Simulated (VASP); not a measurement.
# ZrB2 (P6/mmm) in VASP: a series of runs

The runs below take ZrB2 through single point, with LDA.

All numbers are computed with VASP 6.6.1; they aren't measurements. Logs are shortened: lines on timing, memory, paths and dates and some standing lists are left out, and cuts for length are marked.

### 1 The cell of the first run

The structure is hexagonal, space group P6/mmm (No. 191). Conventional cell: a = 3.101 Å, b = 3.101 Å, c = 3.605 Å, α = 90.00°, β = 90.00°, γ = 120.00°. Within 3.4 Å of Zr (site symmetry 6/mmm) lie 12 B at 2.54 Å and 6 Zr at 3.10 Å. Within 2.4 Å of B (site symmetry -6m2) lie 3 B at 1.79 Å.

### 2 Single point, LDA

The input, INCAR:

```
SYSTEM = ZrB2
PREC = Accurate
ENCUT = 520
EDIFF = 1E-6
ISMEAR = 0
SIGMA = 0.15
LREAL = .False.
LASPH = .True.
NELM = 100
ALGO = Normal
ISIF = 2
LWAVE = .False.
LCHARG = .False.
GGA = CA
NBANDS = 16
```

The input, KPOINTS:

```
Automatic mesh
0
Gamma
  15 15 12
  0 0 0
```

The input, POSCAR:

```
ZrB2
1.0
    3.1012000000      0.0000000000      0.0000000000
   -1.5506000000      2.6857179822      0.0000000000
    0.0000000000      0.0000000000      3.6052000000
Zr B
1 2
Direct
    0.0000000000      0.0000000000      0.0000000000
    0.3333333333      0.6666666667      0.5000000000
    0.6666666667      0.3333333333      0.5000000000
```

Potentials or basis: VASP PAW LDA potentials, release 64 (Zr_sv, B).

Started as:

```bash
> cat potpaw_LDA.64/Zr_sv/POTCAR potpaw_LDA.64/B/POTCAR > POTCAR
> mpirun -np 1 vasp_std > vasp.out
```

OUTCAR:

```text
SYSTEM = ZrB2
   PREC = Accurate
   ENCUT = 520
   EDIFF = 1E-6
   ISMEAR = 0
   LREAL = .False.
   LASPH = .True.
   NELM = 100
   ISIF = 2
   GGA = CA

 ion  position               nearest neighbor table
   1  0.000  0.000  0.000-   2 2.54   3 2.54   2 2.54   3 2.54   2 2.54   2 2.54   3 2.54   3 2.54
                             3 2.54   3 2.54   2 2.54   2 2.54
   2  0.333  0.667  0.500-   3 1.79   3 1.79   3 1.79   1 2.54   1 2.54   1 2.54   1 2.54   1 2.54
                             1 2.54
   3  0.667  0.333  0.500-   2 1.79   2 1.79   2 1.79   1 2.54   1 2.54   1 2.54   1 2.54   1 2.54
                             1 2.54

  LATTYP: Found a hexagonal cell.
 ALAT       =     3.1012000000
 C/A-ratio  =     1.1625177351

  Lattice vectors:

 A1 = (   3.1012000000,   0.0000000000,   0.0000000000)
 A2 = (  -1.5506000000,   2.6857179822,   0.0000000000)
 A3 = (   0.0000000000,   0.0000000000,   3.6052000000)

Analysis of symmetry for initial positions (statically):
=====================================================================
 Subroutine PRICEL returns:
 Original cell was already a primitive cell.

 Routine SETGRP: Setting up the symmetry group for a
 hexagonal supercell.

 Subroutine GETGRP returns: Found 24 space group operations
 (whereof 24 operations were pure point group operations)
 out of a pool of 24 trial point group operations.

The static configuration has the point symmetry D_6h.

Analysis of symmetry for dynamics (positions and initial velocities):
=====================================================================
 Subroutine PRICEL returns:
 Original cell was already a primitive cell.

 Routine SETGRP: Setting up the symmetry group for a
 hexagonal supercell.

 Subroutine GETGRP returns: Found 24 space group operations
 (whereof 24 operations were pure point group operations)
 out of a pool of 24 trial point group operations.

The dynamic configuration has the point symmetry D_6h.

 Subroutine INISYM returns: Found 24 space group operations
 (whereof 24 operations are pure point group operations),
 and found     1 'primitive' translations

----------------------------------------------------------------------------------------

                                     Primitive cell

  volume of cell :      30.0275

  direct lattice vectors                    reciprocal lattice vectors
     3.101200000  0.000000000  0.000000000     0.322455824  0.186169957  0.000000000
    -1.550600000  2.685717982  0.000000000     0.000000000  0.372339913  0.000000000
     0.000000000  0.000000000  3.605200000     0.000000000  0.000000000  0.277377122

  length of vectors
     3.101200000  3.101200000  3.605200000     0.372339913  0.372339913  0.277377122

  position of ions in fractional coordinates (direct lattice)
     0.000000000  0.000000000  0.000000000
     0.333333333  0.666666667  0.500000000
     0.666666667  0.333333333  0.500000000

  ion indices of the primitive-cell ions
   primitive index   ion index
                 1           1
                 2           2
                 3           3

----------------------------------------------------------------------------------------

 KPOINTS: Automatic mesh

Automatic generation of k-mesh.
 Grid dimensions read from file:
 generate k-points for:   15   15   12

 Generating k-lattice:

  Cartesian coordinates                     Fractional coordinates (reciprocal lattice)
     0.021497055  0.012411330  0.000000000     0.066666667  0.000000000  0.000000000
     0.000000000  0.024822661  0.000000000     0.000000000  0.066666667  0.000000000
     0.000000000  0.000000000  0.023114760     0.000000000  0.000000000  0.083333333

  Length of vectors
     0.024822661  0.024822661  0.023114760

  Shift w.r.t. Gamma in fractional coordinates (k-lattice)
     0.000000000  0.000000000  0.000000000

 Subroutine IBZKPT returns following result:
 ===========================================

 Found    189 irreducible k-points:

 Following reciprocal coordinates:
            Coordinates               Weight
  0.000000  0.000000  0.000000      1.000000
  0.066667 -0.000000  0.000000      6.000000
  0.133333  0.000000  0.000000      6.000000
  0.200000  0.000000  0.000000      6.000000
  0.266667  0.000000  0.000000      6.000000
  0.333333 -0.000000  0.000000      6.000000
[... 16 lines left out ...]
  0.333333  0.200000  0.000000     12.000000
  0.400000  0.200000  0.000000      6.000000
 [... further k-points ...]
   k-points           NKPTS =    189   k-points in BZ     NKDIM =    189   number of bands    NBANDS=     16
   number of dos      NEDOS =    301   number of ions     NIONS =      3
   total plane-waves  NPLWV =  16128
   dimension x,y,z NGX =    24 NGY =   24 NGZ =   28
   dimension x,y,z NGXF=    48 NGYF=   48 NGZF=   56
   ions per type =               1   2
   NGX,Y,Z   is equivalent  to a cutoff of  12.87, 12.87, 12.91 a.u.
   NGXF,Y,Z  is equivalent  to a cutoff of  25.73, 25.73, 25.82 a.u.
 SYSTEM =  ZrB2
   PREC   = accura    normal or accurate (medium, high low for compatibility)
   ISTART =      0    job   : 0-new  1-cont  2-samecut
   ICHARG =      2    charge: 1-file 2-atom 10-const
   ISPIN  =      1    spin polarized calculation?
   LNONCOLLINEAR =      F non collinear calculations
   LSORBIT =      F    spin-orbit coupling
   LASPH  =      T    aspherical Exc in radial PAW
   ENCUT  =  520.0 eV  38.22 Ry    6.18 a.u.   5.77  5.77  6.70*2*pi/ulx,y,z
   NELM   =    100;   NELMIN=  2; NELMDL= -5     # of ELM steps
   EDIFF  = 0.1E-05   stopping-criterion for ELM
   LREAL  =      F    real-space projection
   EDIFFG = 0.1E-04   stopping-criterion for IOM
   NSW    =      0    number of steps for IOM
   IBRION =     -1    ionic relax: 0-MD 1-quasi-New 2-CG
   NFREE  =      0    steps in history (QN), initial steepest desc. (CG)
   ISIF   =      2    stress and relaxation
   ISYM   =      2    0-nonsym 1-usesym 2-fastsym
   POTIM  = 0.5000    time-step for ionic-motion
   TEBEG  =    0.0;   TEEND  =   0.0 temperature during run
   PSTRESS=    0.0 pullay stress
   NELECT =      18.0000    total number of electrons
   NUPDOWN=      -1.0000    fix difference up-down
   EMIN   =  10.00;   EMAX   =-10.00  energy-range for DOS
   EFERMI =   0.00;   METHOD = LEGACY
   ISMEAR =     0;   SIGMA  =   0.15  broadening in eV -4-tet -1-fermi 0-gaus
   EFERMI_NEDOS =   21; number of points for ismear=-14 and -15
   IALGO  =     38    algorithm
   IMIX   =      4    mixing-type and parameters
     AMIX     =   0.40;   BMIX     =  1.00
     AMIX_MAG =   1.60;   BMIX_MAG =  1.00
  volume/ion in A,a.u.               =      10.01        67.55
  Fermi-wavevector in a.u.,A,eV,Ry     =   1.380360  2.608503 25.924470  1.905395
  Thomas-Fermi vector in A             =   2.505245
   LORBIT       =      0    0 simple, 1 ext, 2 COOP (PROOUT), +10 PAW based schemes
   GGA     = CA    functional components
   LHFCALC =     F    Hartree Fock is set to
   AEXX    =    0.0000 exact exchange contribution
   IVDW    =     0    specifies the selected vdW correction
   LEPSILON=     F    determine dielectric tensor
   LRPA    =     F    only Hartree local field effects (RPA)
 non-spin polarized calculation
 Gauss-broadening in eV      SIGMA  =   0.15
  energy-cutoff  :      520.00
  volume of cell :       30.03
 maximum number of plane-waves:       822
 NGX is ok and might be reduce to    24
   NGX = 11   NGY = 11   NGZ = 13

 number of electron      18.0000000 magnetization

 Free energy of the ion-electron system (eV)
  ---------------------------------------------------
  ext. energy  EPLUGINS =         0.00000000
  ---------------------------------------------------
  free energy    TOTEN  =       -27.44268920 eV

  energy without entropy =      -27.44045306  energy(sigma->0) =      -27.44157113

 E-fermi :  10.6727     XC(G=0): -12.6916

 val. band max:       10.6482309971   @ k =   0.0667   0.0667   0.5000
 cond. band min:      10.7549816593   @ k =   0.0667   0.0667   0.4167
 fundamental gap:      0.1067506621
 Fermi energy:        10.6726857986

 k-point     1 :       0.0000    0.0000    0.0000
  band No.  band energies     occupation
      1     -37.6250      2.00000
      2     -16.0084      2.00000
      3     -15.3072      2.00000
      4     -15.3072      2.00000
      5      -2.0002      2.00000
      6       7.9486      2.00000
[... 8 lines left out ...]
     15      16.2857      0.00000
     16      16.4967      0.00000

 k-point     2 :       0.0667   -0.0000    0.0000
  band No.  band energies     occupation
      1     -37.6185      2.00000
      2     -15.9992      2.00000
      3     -15.3604      2.00000
      4     -15.3187      2.00000
      5      -1.9086      2.00000
      6       8.0166      2.00000
[... 8 lines left out ...]
     15      16.8333      0.00000
     16      16.8849      0.00000

 k-point     3 :       0.1333    0.0000    0.0000
  band No.  band energies     occupation
      1     -37.6001      2.00000
      2     -15.9730      2.00000
      3     -15.5085      2.00000
      4     -15.3508      2.00000
      5      -1.6411      2.00000
      6       7.3929      2.00000
[... 8 lines left out ...]
     15      17.8803      0.00000
     16      17.9404      0.00000

 k-point     4 :       0.2000    0.0000    0.0000
  band No.  band energies     occupation
      1     -37.5728      2.00000
      2     -15.9341      2.00000
      3     -15.7203      2.00000
      4     -15.3978      2.00000
      5      -1.2171      2.00000
      6       6.4941      2.00000
[... 8 lines left out ...]
     15      17.7250      0.00000
     16      19.2490      0.00000
[... 324 lines left out ...]
 k-point    22 :       0.2667    0.2000    0.0000
  band No.  band energies     occupation
      1     -37.4809      2.00000
      2     -16.2229      2.00000
      3     -15.8028      2.00000
      4     -15.7262      2.00000
      5       0.8835      2.00000
      6       4.2494      2.00000
[... 8 lines left out ...]
     15      18.8318      0.00000
     16      21.0513      0.00000

 k-point    23 :       0.3333    0.2000    0.0000
  band No.  band energies     occupation
      1     -37.4655      2.00000
      2     -16.2856      2.00000
      3     -15.7977      2.00000
      4     -15.7808      2.00000
      5       1.6777      2.00000
      6       3.4335      2.00000
[... 8 lines left out ...]
     15      19.8818      0.00000
     16      20.9974      0.00000

 k-point    24 :       0.4000    0.2000    0.0000
  band No.  band energies     occupation
      1     -37.4601      2.00000
      2     -16.3068      2.00000
      3     -15.8238      2.00000
      4     -15.7730      2.00000
      5       2.4317      2.00000
      6       2.6598      2.00000
[... 8 lines left out ...]
     15      20.5528      0.00000
     16      20.7919      0.00000

 [... further k-points ...]

------------------------ aborting loop because EDIFF is reached ----------------------------------------

  FORCE on cell =-STRESS in cart. coord.  units (eV):
  Direction    XX          YY          ZZ          XY          YZ          ZX
  --------------------------------------------------------------------------------------
  -------------------------------------------------------------------------------------
  Total        0.5484508      0.5484508     -2.2114793      0.0000000     -0.0000000      0.0000000
  in kB       29.2636631     29.2636631   -117.9978023      0.0000000     -0.0000000      0.0000000
  external PRESSURE =     -19.8234920 kB  Pullay stress =       0.0000000 kB

 VOLUME and BASIS-vectors are now :
 -----------------------------------------------------------------------------
  energy-cutoff  :      520.00
  volume of cell :       30.03
      direct lattice vectors                 reciprocal lattice vectors
     3.101200000  0.000000000  0.000000000     0.322455824  0.186169957  0.000000000
    -1.550600000  2.685717982  0.000000000     0.000000000  0.372339913  0.000000000
     0.000000000  0.000000000  3.605200000     0.000000000  0.000000000  0.277377122

 POSITION                                       TOTAL-FORCE (eV/Angst)
 -----------------------------------------------------------------------------------
      0.00000      0.00000      0.00000        -0.000000      0.000000      0.000000
     -0.00000      1.79048      1.80260         0.000000      0.000000     -0.000000
      1.55060      0.89524      1.80260        -0.000000      0.000000      0.000000
 -----------------------------------------------------------------------------------
    total drift:                               -0.000000      0.000000     -0.000000

  FREE ENERGIE OF THE ION-ELECTRON SYSTEM (eV)
  ---------------------------------------------------
  free  energy   TOTEN  =       -27.4426891972 eV

  energy  without entropy=      -27.4404530570  energy(sigma->0) =      -27.44157113
```

Wall time 78 s (1 thread of Intel Xeon 8259CL, shared host); peak memory 0.2 GiB.

Results:

- Free energy: -27.4427 eV
- Pressure: -2.0 GPa
- Band gap on the k mesh: zero (bands 9 and 10 overlap by 1.12 eV)

### 3 Single point, LDA

This run uses another cell than the first one, of 10.05 Å³/atom.

The input, INCAR:

```
PREC = Accurate ; ENCUT = 520
EDIFF = 1E-6 ; ISMEAR = 0
SIGMA = 0.15 ; LREAL = F
LASPH = T ; NELM = 80
ALGO = Normal ; ISIF = 2
LWAVE = F ; LCHARG = T
LELF = T ; LVHAR = T
NBANDS = 16
```

The input, KPOINTS:

```
Automatic mesh
0
Gamma
  15 15 12
```

The input, POSCAR:

```
ZrB2
1.0
    3.1325412665      0.0000000000      0.0000000000
   -1.5662706333      2.7128603152      0.0000000000
    0.0000000000      0.0000000000      3.5470000000
Zr B
1 2
Direct
    0.0000000000      0.0000000000      0.0000000000
    0.3333333333      0.6666666667      0.5000000000
    0.6666666667      0.3333333333      0.5000000000
```

Potentials or basis: VASP PAW LDA potentials, release 64 (Zr_sv, B).

Started as:

```bash
> cat potpaw_LDA.64/Zr_sv/POTCAR potpaw_LDA.64/B/POTCAR > POTCAR
> mpirun -np 1 vasp_std > vasp.out
```

Wall time 80 s (1 thread of Intel Xeon 8259CL, shared host); peak memory 0.2 GiB.

It converged, with:

```yaml
Free_energy: -27.4737 eV
Pressure: -3.4 GPa
Band_gap_on_the_k_mesh: zero (bands 9 and 10 overlap by 0.96 eV)
```

Stress tensor (GPa, compression positive):
```
-1.65  0.00  0.00
 0.00 -1.65  0.00
 0.00  0.00 -6.98
```

Levels at points of the mesh, in eV from the Fermi level:
```csv
k point,band 6,band 7,band 8,band 9,band 10,band 11,band 12,band 13
"(0.00, 0.00, 0.00)",-2.65,-2.52,-2.52,-2.38,3.50,3.50,4.15,4.15
"(0.00, 0.00, 0.50)",-6.95,-0.86,-0.86,0.50,0.50,0.81,0.81,1.60
```

Caveat: the cell stands under tension.

### 4 Single point, LDA

This run uses another cell than the first one, of 10.14 Å³/atom.

The input, INCAR:

```
PREC = Accurate
ENCUT = 520
EDIFF = 1E-6
ISMEAR = 0
SIGMA = 0.15
LREAL = False
LASPH = True
NELM = 100
ALGO = Normal
ISIF = 2
LWAVE = False
LCHARG = True
GGA = CA
LELF = True
LVHAR = True
NBANDS = 16
```

The input, KPOINTS:

```
regular mesh
0
Gamma
  15 15 12
```

The input, POSCAR:

```
ZrB2
1.0
    3.2265000000      0.0000000000      0.0000000000
   -1.6132500000      2.7942309653      0.0000000000
    0.0000000000      0.0000000000      3.3726000000
Zr B
1 2
Direct
    0.0000000000      0.0000000000      0.0000000000
    0.3333333333      0.6666666667      0.5000000000
    0.6666666667      0.3333333333      0.5000000000
```

Started as:

```bash
> cat potpaw_LDA.64/Zr_sv/POTCAR potpaw_LDA.64/B/POTCAR > POTCAR
> mpirun -np 1 vasp_std > vasp.out
```

It took 87 s on 1 thread of Intel Xeon 8259CL, shared host; peak memory 0.2 GiB.

The run converged. Its results:

* Free energy: -27.3825 eV
* Pressure: -6.2 GPa
* Band gap on the k mesh: zero (bands 9 and 10 overlap by 0.90 eV)

Stress tensor (GPa, compression positive):
```
-13.35   0.00   0.00
  0.00 -13.35   0.00
  0.00   0.00   8.01
```

Levels at points of the mesh, in eV from the Fermi level:
| k point | band 5 | band 6 | band 7 | band 8 | band 9 | band 10 | band 11 | band 12 | band 13 | band 14 |
| --- | --- | --- | --- | --- | --- | --- | --- | --- | --- | --- |
| (0.00, 0.00, 0.00) | -12.53 | -3.09 | -3.09 | -2.46 | -1.77 | 3.42 | 3.42 | 4.17 | 4.74 | 4.74 |
| (0.00, 0.00, 0.50) | -10.18 | -6.92 | -1.21 | -1.21 | -0.27 | -0.27 | 0.74 | 0.74 | 2.93 | 4.43 |

Caveat: the cell stands under tension.

### 5 Overview

| cell | gap on the mesh (eV) | pressure (GPa) |
| --- | --- | --- |
| a = 3.101, b = 3.101, c = 3.605 Å, angles 90.0, 90.0, 120.0°, 3 atoms | none | -2.0 |
| a = 3.133, b = 3.133, c = 3.547 Å, angles 90.0, 90.0, 120.0°, 3 atoms | none | -3.4 |
| a = 3.227, b = 3.226, c = 3.373 Å, angles 90.0, 90.0, 120.0°, 3 atoms | none | -6.2 |

Alike in all rows: task single point; level LDA; potentials or basis VASP PAW LDA potentials, release 64 (Zr_sv, B); no spin polarisation; k mesh 15 × 15 × 12; cutoff (eV) 520; smearing gaussian 0.15 eV.

Caveats: the cell stands under tension (at least some runs).

Total energies depend on the potentials used, so only differences within one code and one set of settings carry meaning.
